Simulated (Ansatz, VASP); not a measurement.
Re in VASP and in Ansatz

```
Re
1.0
     0.00000    1.97227    1.97227
     1.97227    0.00000    1.97227
     1.97227    1.97227    0.00000
Re
1
Direct
  0.00000 0.00000 0.00000
```

Alike in both runs: functional LDA; k mesh 18 × 18 × 18; occupations fermi-dirac, width 0.05 eV; no spin polarisation.

Ansatz relaxed the structure, and its values are those at the end. VASP's run is a single point on that final structure, the one shown.

|  | VASP | Ansatz |
| --- | --- | --- |
| version | VASP 6.6.1 | Ansatz 0.2.0 |
| potentials or method | VASP PAW LDA potentials, release 64 (Re), cutoff 520 eV | all-electron LAPW, non-relativistic |

Ansatz gave:

- pressure (GPa): 0.0

What did VASP give for the same quantities?

Pressure (GPa): -21.8.

LDA's correlation is that of Perdew and Zunger in VASP and of Perdew and Wang (1992) in Ansatz. One of these differences is far larger than is usual between the two programs; its cause wasn't traced. Ansatz ran all-electron here, and VASP with PAW potentials.

Spin-orbit coupling is off throughout.
